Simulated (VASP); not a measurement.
Input of a VASP 6.6.1 run:

The input INCAR:

```
SYSTEM = AlCo
PREC     = Accurate       ! precision mode
ENCUT    = 600            ! plane-wave cutoff, eV
EDIFF    = 1E-6           ! SCF threshold, eV
ISMEAR   = -1             ! smearing method
SIGMA    = 0.05           ! smearing width, eV
LREAL    = .FALSE.        ! projectors in reciprocal space
LASPH    = .TRUE.         ! aspherical terms in the spheres
NELM     = 200            ! most SCF steps
ALGO     = Normal         ! electronic algorithm
ISIF     = 2              ! what is computed and relaxed
LWAVE    = .FALSE.        ! write WAVECAR
LCHARG   = .TRUE.         ! write CHGCAR
ISPIN    = 2              ! spin polarisation
MAGMOM   = 2.5 0          ! initial moments
LORBIT   = 11             ! projections on sites
NUPDOWN  = 2.5            ! fixed moment
LMAXMIX  = 4              ! l up to which the mixer works
GGA      = PE             ! functional
LELF     = .TRUE.         ! ELF
LVHAR    = .TRUE.       
NBANDS   = 21             ! bands
GGA_COMPAT= .FALSE.
```

The input KPOINTS:

```
regular mesh
0
G
  8 8 8
  0 0 0
```

File POSCAR:

```
AlCo
1.0
    2.8194032100      0.0000000000      0.0000000000
    0.0000000000      2.8194032100      0.0000000000
    0.0000000000      0.0000000000      2.8194032100
Co Al
1 1
Direct
    0.5000000000      0.5000000000      0.5000000000
    0.0000000000      0.0000000000      0.0000000000
```

Potentials or basis: VASP PAW PBE potentials, release 64 (Co_sv, Al).

Launch:

```sh
$ cat potpaw_PBE.64/Co_sv/POTCAR potpaw_PBE.64/Al/POTCAR > POTCAR
$ mpirun -np 1 vasp_std > vasp.out
```

Question: What does it give for the pressure?

Answer: 33.8 GPa.

Caveat: the total moment is fixed, so each spin has its own Fermi level.
